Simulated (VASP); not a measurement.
# LiHfF2 (I4_1/amd) in VASP: single point with r2SCAN

Aim: the single point of LiHfF2 with r2SCAN.

All numbers are computed with VASP 6.6.1; they aren't measurements. Logs are shortened: lines on timing, memory, paths and dates and some standing lists are left out, and cuts for length are marked.

## Step 1: The cell of the first run

It takes space group I4_1/amd (No. 141, tetragonal). The conventional cell has a = 4.432 Å, b = 4.432 Å, c = 10.227 Å, α = 90.00°, β = 90.00°, γ = 90.00°. Li (site symmetry -4m2) has 6 F at 2.23 to 2.83 Å within 3.0 Å. Hf (site symmetry -4m2) has 6 F at 2.23 to 2.28 Å within 3.0 Å. F (site symmetry 2mm) has 3 Li at 2.23 to 2.83 Å and 3 Hf at 2.23 to 2.28 Å and 2 F at 2.99 Å within 3.0 Å.

## Step 2: Single point, r2SCAN

File POSCAR:

```
LiHfF2
1.0
    0.0000000000      4.4318330000      0.0000000000
    4.4318330000      0.0000000000      0.0000000000
    2.2159170000      2.2159170000     -5.1136540000
Li Hf F
2 2 4
Direct
    0.5000000000      0.5000000000      0.0000000000
    0.2500000000      0.7500000000      0.5000000000
    0.0000000000      0.0000000000      0.0000000000
    0.7500000000      0.2500000000      0.5000000000
    0.2234000000      0.2234000000      0.5532000000
    0.9734000000      0.4734000000      0.0532000000
    0.5266000000      0.0266000000      0.9468000000
    0.7766000000      0.7766000000      0.4468000000
```

File INCAR.step1:

```
SYSTEM = LiHfF2
ALGO = Normal
EDIFF = 1E-4
ENCUT = 520
GGA = PE
ISMEAR = -1
LASPH = .True.
LCHARG = .False.
LREAL = .False.
LWAVE = .True.
NBANDS = 37
NELM = 60
PREC = Accurate
SIGMA = 0.1
```

File INCAR.step2:

```
SYSTEM = LiHfF2
ALGO = Normal
EDIFF = 1E-6
ENCUT = 520
ISIF = 2
ISMEAR = -1
ISTART = 1
LASPH = .True.
LCHARG = .False.
LMIXTAU = .True.
LREAL = .False.
LWAVE = .False.
METAGGA = R2SCAN
NBANDS = 37
NELM = 60
PREC = Accurate
SIGMA = 0.1
```

File KPOINTS:

```
k-points
0
Gamma
  8 8 8
  0 0 0
```

Potentials or basis: VASP PAW PBE potentials, release 64 (Li_sv, Hf_pv, F).

Run with:

```bash
> cat potpaw_PBE.64/Li_sv/POTCAR potpaw_PBE.64/Hf_pv/POTCAR potpaw_PBE.64/F/POTCAR > POTCAR
> cp INCAR.step1 INCAR
> mpirun -np 1 vasp_std > vasp.out
> cp INCAR.step2 INCAR
> mpirun -np 1 vasp_std > vasp.out
```

OUTCAR:

```text
SYSTEM = LiHfF2
   EDIFF = 1E-6
   ENCUT = 520
   ISIF = 2
   ISMEAR = -1
   ISTART = 1
   LASPH = .True.
   LREAL = .False.
   METAGGA = R2SCAN
   NELM = 60
   PREC = Accurate

 ion  position               nearest neighbor table
   1  0.500  0.500  0.000-   7 2.23   6 2.23   7 2.23   6 2.23   3 3.13   3 3.13   3 3.13   3 3.13

   2  0.250  0.750  0.500-   8 2.23   5 2.23   8 2.23   5 2.23   4 3.13   4 3.13   4 3.13   4 3.13

   3  0.000  0.000  0.000-   7 2.23   6 2.23   7 2.23   6 2.23   8 2.28   5 2.28   1 3.13   1 3.13
                             1 3.13   1 3.13   4 3.38   4 3.38   4 3.38   4 3.38
   4  0.750  0.250  0.500-   8 2.23   5 2.23   8 2.23   5 2.23   6 2.28   7 2.28   2 3.13   2 3.13
                             2 3.13   2 3.13   3 3.38   3 3.38   3 3.38   3 3.38
   5  0.223  0.223  0.553-   4 2.23   2 2.23   2 2.23   4 2.23   3 2.28
   6  0.973  0.473  0.053-   1 2.23   3 2.23   1 2.23   3 2.23   4 2.28
   7  0.527  0.027  0.947-   1 2.23   3 2.23   1 2.23   3 2.23   4 2.28
   8  0.777  0.777  0.447-   4 2.23   2 2.23   2 2.23   4 2.23   3 2.28

  LATTYP: Found a body centered tetragonal cell.
 ALAT       =     4.4318330000
 C/A-ratio  =     2.3076925507

  Lattice vectors:

 A1 = (  -2.2159170000,   2.2159160000,   5.1136540000)
 A2 = (   2.2159160000,  -2.2159170000,   5.1136540000)
 A3 = (   2.2159170000,   2.2159170000,  -5.1136540000)

Analysis of symmetry for initial positions (statically):
=====================================================================
 Subroutine PRICEL returns:
 Original cell was already a primitive cell.

 Routine SETGRP: Setting up the symmetry group for a
 body centered tetragonal supercell.

 Subroutine GETGRP returns: Found 16 space group operations
 (whereof  8 operations were pure point group operations)
 out of a pool of 16 trial point group operations.

The static configuration has the point symmetry D_2d.
 The point group associated with its full space group is D_4h.

Analysis of symmetry for dynamics (positions and initial velocities):
=====================================================================
 Subroutine PRICEL returns:
 Original cell was already a primitive cell.

 Routine SETGRP: Setting up the symmetry group for a
 body centered tetragonal supercell.

 Subroutine GETGRP returns: Found 16 space group operations
 (whereof  8 operations were pure point group operations)
 out of a pool of 16 trial point group operations.

The dynamic configuration has the point symmetry D_2d.
 The point group associated with its full space group is D_4h.

 Subroutine INISYM returns: Found 16 space group operations
 (whereof  8 operations are pure point group operations),
 and found     1 'primitive' translations

----------------------------------------------------------------------------------------

                                     Primitive cell

  volume of cell :     100.4380

  direct lattice vectors                    reciprocal lattice vectors
     0.000000000  4.431833000  0.000000000     0.000000000  0.225640271  0.097777463
     4.431833000  0.000000000  0.000000000     0.225640271  0.000000000  0.097777463
     2.215917000  2.215917000 -5.113654000     0.000000000  0.000000000 -0.195554881

  length of vectors
     4.431833000  4.431833000  5.997502275     0.245914546  0.245914546  0.195554881

  position of ions in fractional coordinates (direct lattice)
     0.500000000  0.500000000  0.000000000
     0.250000000  0.750000000  0.500000000
     0.000000000  0.000000000  0.000000000
     0.750000000  0.250000000  0.500000000
     0.223400000  0.223400000  0.553200000
     0.973400000  0.473400000  0.053200000
     0.526600000  0.026600000  0.946800000
     0.776600000  0.776600000  0.446800000

  ion indices of the primitive-cell ions
   primitive index   ion index
                 1           1
                 2           2
                 3           3
                 4           4
                 5           5
                 6           6
                 7           7
                 8           8

----------------------------------------------------------------------------------------

 KPOINTS: k-points

Automatic generation of k-mesh.
 Grid dimensions read from file:
 generate k-points for:    8    8    8

 Generating k-lattice:

  Cartesian coordinates                     Fractional coordinates (reciprocal lattice)
     0.000000000  0.028205034  0.012222183     0.125000000  0.000000000  0.000000000
     0.028205034  0.000000000  0.012222183     0.000000000  0.125000000  0.000000000
     0.000000000  0.000000000 -0.024444360     0.000000000  0.000000000  0.125000000

  Length of vectors
     0.030739318  0.030739318  0.024444360

  Shift w.r.t. Gamma in fractional coordinates (k-lattice)
     0.000000000  0.000000000  0.000000000

 Subroutine IBZKPT returns following result:
 ===========================================

 Found     59 irreducible k-points:

 Following reciprocal coordinates:
            Coordinates               Weight
  0.000000  0.000000  0.000000      1.000000
  0.125000  0.000000  0.000000      8.000000
  0.250000  0.000000  0.000000      8.000000
  0.375000  0.000000  0.000000      8.000000
  0.500000  0.000000  0.000000      4.000000
  0.125000  0.125000  0.000000      8.000000
[... 16 lines left out ...]
  0.250000  0.000000  0.125000      4.000000
  0.375000  0.000000  0.125000      8.000000
 [... further k-points ...]
   k-points           NKPTS =     59   k-points in BZ     NKDIM =     59   number of bands    NBANDS=     37
   number of dos      NEDOS =    301   number of ions     NIONS =      8
   total plane-waves  NPLWV =  62208
   dimension x,y,z NGX =    36 NGY =   36 NGZ =   48
   dimension x,y,z NGXF=    72 NGYF=   72 NGZF=   96
   ions per type =               2   2   4
   NGX,Y,Z   is equivalent  to a cutoff of  13.50, 13.50, 13.31 a.u.
   NGXF,Y,Z  is equivalent  to a cutoff of  27.01, 27.01, 26.61 a.u.
 SYSTEM =  LiHfF2
   PREC   = accura    normal or accurate (medium, high low for compatibility)
   ISTART =      1    job   : 0-new  1-cont  2-samecut
   ICHARG =      0    charge: 1-file 2-atom 10-const
   ISPIN  =      1    spin polarized calculation?
   LNONCOLLINEAR =      F non collinear calculations
   LSORBIT =      F    spin-orbit coupling
   LASPH  =      T    aspherical Exc in radial PAW
   ENCUT  =  520.0 eV  38.22 Ry    6.18 a.u.   8.24  8.24 11.15*2*pi/ulx,y,z
   NELM   =     60;   NELMIN=  2; NELMDL=  0     # of ELM steps
   EDIFF  = 0.1E-05   stopping-criterion for ELM
   LREAL  =      F    real-space projection
   EDIFFG = 0.1E-04   stopping-criterion for IOM
   NSW    =      0    number of steps for IOM
   IBRION =     -1    ionic relax: 0-MD 1-quasi-New 2-CG
   NFREE  =      0    steps in history (QN), initial steepest desc. (CG)
   ISIF   =      2    stress and relaxation
   ISYM   =      2    0-nonsym 1-usesym 2-fastsym
   POTIM  = 0.5000    time-step for ionic-motion
   TEBEG  =    0.0;   TEEND  =   0.0 temperature during run
   PSTRESS=    0.0 pullay stress
   NELECT =      54.0000    total number of electrons
   NUPDOWN=      -1.0000    fix difference up-down
   EMIN   =  10.00;   EMAX   =-10.00  energy-range for DOS
   EFERMI =   0.00;   METHOD = LEGACY
   ISMEAR =    -1;   SIGMA  =   0.10  broadening in eV -4-tet -1-fermi 0-gaus
   EFERMI_NEDOS =   21; number of points for ismear=-14 and -15
   IALGO  =     38    algorithm
   IMIX   =      4    mixing-type and parameters
     AMIX     =   0.40;   BMIX     =  1.00
     AMIX_MAG =   1.60;   BMIX_MAG =  1.00
  volume/ion in A,a.u.               =      12.55        84.72
  Fermi-wavevector in a.u.,A,eV,Ry     =   1.331190  2.515584 24.110433  1.772067
  Thomas-Fermi vector in A             =   2.460220
   LORBIT       =      0    0 simple, 1 ext, 2 COOP (PROOUT), +10 PAW based schemes
   METAGGA = R2SCAN    functional components
   LHFCALC =     F    Hartree Fock is set to
   AEXX    =    0.0000 exact exchange contribution
   IVDW    =     0    specifies the selected vdW correction
   LEPSILON=     F    determine dielectric tensor
   LRPA    =     F    only Hartree local field effects (RPA)
 non-spin polarized calculation
  energy-cutoff  :      520.00
  volume of cell :      100.44
 maximum number of plane-waves:      2731
 NGX is ok and might be reduce to    36
   NGX = 17   NGY = 17   NGZ = 23

 number of electron      53.9999995 magnetization

 Free energy of the ion-electron system (eV)
  ---------------------------------------------------
  ext. energy  EPLUGINS =         0.00000000
  ---------------------------------------------------
  free energy    TOTEN  =      -119.85626248 eV

  energy without entropy =     -119.65457577  energy(sigma->0) =     -119.75541913

 E-fermi :   5.9755     XC(G=0): -10.9369

 val. band max:        5.9674978770   @ k =  -0.2500   0.2500   0.0000
 cond. band min:       5.9917262626   @ k =  -0.3750   0.3750   0.0000
 fundamental gap:      0.0242283856
 Fermi energy:         5.9755439794

 k-point     1 :       0.0000    0.0000    0.0000
  band No.  band energies     occupation
      1     -43.8974      2.00000
      2     -43.8933      2.00000
      3     -27.9189      2.00000
      4     -27.7987      2.00000
      5     -27.7987      2.00000
      6     -27.7265      2.00000
[... 29 lines left out ...]
     36       9.5409      0.00000
     37      11.5010      0.00000

 k-point     2 :       0.1250    0.0000    0.0000
  band No.  band energies     occupation
      1     -43.8972      2.00000
      2     -43.8934      2.00000
      3     -27.9400      2.00000
      4     -27.8426      2.00000
      5     -27.8004      2.00000
      6     -27.7313      2.00000
[... 29 lines left out ...]
     36       9.6206      0.00000
     37      11.0052      0.00000
[... 838 lines left out ...]
     36       9.8985      0.00000
     37      10.6005      0.00000

 k-point    24 :       0.3750    0.0000    0.1250
  band No.  band energies     occupation
      1     -43.8965      2.00000
      2     -43.8938      2.00000
      3     -28.0711      2.00000
      4     -28.0159      2.00000
      5     -27.8049      2.00000
      6     -27.7292      2.00000
[... 29 lines left out ...]
     36      10.1914      0.00000
     37      10.7509      0.00000

 [... further k-points ...]

------------------------ aborting loop because EDIFF is reached ----------------------------------------

  FORCE on cell =-STRESS in cart. coord.  units (eV):
  Direction    XX          YY          ZZ          XY          YZ          ZX
  --------------------------------------------------------------------------------------
  -------------------------------------------------------------------------------------
  Total        3.7122559      3.7122559      5.0416422      0.0000000     -0.0000005     -0.0000005
  in kB       59.2175414     59.2175414     80.4237823      0.0000000     -0.0000079     -0.0000079
  external PRESSURE =      66.2862884 kB  Pullay stress =       0.0000000 kB

 VOLUME and BASIS-vectors are now :
 -----------------------------------------------------------------------------
  energy-cutoff  :      520.00
  volume of cell :      100.44
      direct lattice vectors                 reciprocal lattice vectors
     0.000000000  4.431833000  0.000000000     0.000000000  0.225640271  0.097777463
     4.431833000  0.000000000  0.000000000     0.225640271  0.000000000  0.097777463
     2.215917000  2.215917000 -5.113654000     0.000000000  0.000000000 -0.195554881

 POSITION                                       TOTAL-FORCE (eV/Angst)
 -----------------------------------------------------------------------------------
      2.21592      2.21592      0.00000        -0.000000      0.000000      0.000000
      4.43183      2.21592     -2.55683        -0.000000     -0.000000      0.000000
      0.00000      0.00000      0.00000         0.000000      0.000000      0.000000
      2.21592      4.43183     -2.55683        -0.000000     -0.000000      0.000000
      2.21592      2.21592     -2.82887        -0.000000     -0.000000      0.886791
      2.21592      4.43183     -0.27205        -0.000000     -0.000000      0.886791
      2.21592      4.43183     -4.84161         0.000000      0.000000     -0.886791
      4.43183      4.43183     -2.28478         0.000000      0.000000     -0.886791
 -----------------------------------------------------------------------------------
    total drift:                                0.000000     -0.000000      0.000000

  FREE ENERGIE OF THE ION-ELECTRON SYSTEM (eV)
  ---------------------------------------------------
  free  energy   TOTEN  =      -119.8562624788 eV

  energy  without entropy=     -119.6545757715  energy(sigma->0) =     -119.75541913
```

Wall time 20 min (1 thread of Oxide Virtual Turin-like, shared host); peak memory 0.34 GiB.

Results:

| Property | Result |
| --- | --- |
| Free energy | -119.8563 eV |
| Largest force | 0.887 eV/Å |
| Band gap on the k mesh | zero (bands 27 and 28 overlap by 1.14 eV) |

Forces in eV/Å, atoms in the order of the input:
```
Li   0.000  0.000  0.000
Li   0.000  0.000  0.000
Hf   0.000  0.000  0.000
Hf   0.000  0.000  0.000
F    0.000  0.000  0.887
F    0.000  0.000  0.887
F    0.000  0.000 -0.887
F    0.000  0.000 -0.887
```

Levels at points of the mesh, in eV from the Fermi level:
| k point | band 24 | band 25 | band 26 | band 27 | band 28 | band 29 | band 30 | band 31 |
| --- | --- | --- | --- | --- | --- | --- | --- | --- |
| (0.00, 0.00, 0.00) | -9.06 | -2.72 | -0.84 | 0.02 | 0.02 | 0.73 | 0.73 | 1.04 |
| (0.50, 0.00, 0.00) | -9.13 | -0.59 | -0.46 | -0.45 | -0.02 | 0.61 | 1.24 | 1.46 |
| (0.50, 0.50, 0.00) | -8.98 | 0.09 | 0.09 | 0.23 | 0.23 | 1.28 | 1.28 | 1.99 |
| (0.00, 0.00, 0.50) | -9.23 | -1.06 | -1.06 | -0.74 | -0.74 | -0.02 | -0.02 | 2.21 |

Caveat: the cutoff is under 1.25 times the usual one of these potentials, so pressure, stress and relaxed cells hold a basis-set (Pulay) error; the PAW data sets were made with another functional, which shifts forces and pressure a little; spin-orbit coupling is left out, which moves the levels of the heavy elements.
